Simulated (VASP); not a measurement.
The system is MgO (rocksalt type).

```
CELL_PARAMETERS angstrom
0.00000 2.23228 2.23228
2.23228 0.00000 2.23228
2.23228 2.23228 0.00000
ATOMIC_POSITIONS crystal
Mg 0.00000 0.00000 0.00000
O 0.50000 0.50000 0.50000
```

```yaml
Program: VASP 6.6.1
Task: relaxation of cell and atoms
Functional: PBE
Potentials_or_basis: VASP PAW PBE potentials, release 64 (Mg_sv, O)
Cutoff: 840 eV
k_mesh: 16 × 16 × 16
Occupations: fermi-dirac, width 0.05 eV
Spin: no spin polarisation
```

At the start: pressure -16.2 GPa; volume 11.12 Å³/atom.

Q: Where does the relaxation end?

A: Over 3 steps the energy falls by 84.0 meV/atom and the volume is 9.64 Å³/atom (-13.3 %); space group Fm-3m (No. 225, to 0.1 Å) before and after.

The path:
| step | energy change (eV) | largest force (eV/Å) | pressure (GPa) | volume (Å³) |
| --- | --- | --- | --- | --- |
| 1 | 0.0000 | 0.0000 | -16.18 | 22.25 |
| 2 | -0.1625 | 0.0000 | 3.86 | 18.82 |
| 3 | -0.1680 | 0.0000 | 0.06 | 19.28 |

Final structure:
```xyz
2
Lattice="0.0000 2.1283 2.1283 2.1283 0.0000 2.1283 2.1283 2.1283 0.0000" Properties=species:S:1:pos:R:3 pbc="T T T"
Mg    0.0000    0.0000    0.0000
O     2.1283    2.1283    2.1283
```
